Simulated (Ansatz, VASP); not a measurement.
**AlN in VASP and in Ansatz**

File INCAR:

```
SYSTEM = AlN
PREC = Accurate ; ENCUT = 520
EDIFF = 1E-6 ; ISMEAR = 0
SIGMA = 0.01 ; LREAL = .False.
LASPH = .True. ; NELM = 100
ALGO = Normal ; ISIF = 2
LWAVE = .False. ; LCHARG = .True.
GGA = PS ; LELF = .True.
LVHAR = .True. ; NBANDS = 11
```

File KPOINTS:

```
Automatic mesh
0
Gamma
  4 4 4
  0 0 0
```

The input POSCAR:

```
AlN
1.0
    0.0000000000      2.1848764208      2.1848764208
    2.1848764208      0.0000000000      2.1848764208
    2.1848764208      2.1848764208      0.0000000000
Al N
1 1
Direct
    0.0000000000      0.0000000000      0.0000000000
    0.2500000000      0.2500000000      0.2500000000
```

Input for Ansatz:

```yaml
crystal:
  lattice:
    - [0.0, 2.1848764208, 2.1848764208]
    - [2.1848764208, 0.0, 2.1848764208]
    - [2.1848764208, 2.1848764208, 0.0]
  atoms:
    - { symbol: Al, position: [0.0, 0.0, 0.0] }
    - { symbol: "N", position: [0.25, 0.25, 0.25] }
kpoints:
  mp_grid: { grid: [4, 4, 4] }
hamiltonian:
  xc: pbesol
scf:
  occupations: { method: fixed }
  n_extra_bands: 4
output:
  forces: true
  stress: true
  eigenvalues: true
```

Alike in both runs: task single point; functional PBEsol; k mesh 4 × 4 × 4; no spin polarisation.

|  | VASP | Ansatz |
| --- | --- | --- |
| version | VASP 6.6.1 | Ansatz 0.2.0 |
| potentials or method | VASP PAW PBE potentials, release 64 (Al, N) | plane waves |
| plane-wave cutoff (eV) | 520 | 420 |
| occupations | gaussian, width 0.01 eV | fixed |
| valence electrons in the cell | 8 | 8 |

Ansatz gave:

* gap on the k mesh at the Fermi level (eV): 3.17
* pressure (GPa): 1.2

Problem. Estimate VASP's values.

Solution. gap on the k mesh at the Fermi level (eV): 3.16; pressure (GPa): 1.1.

VASP's potentials were made for PBE, not for PBEsol.

The k mesh is coarse, so the values compare programs but aren't converged.
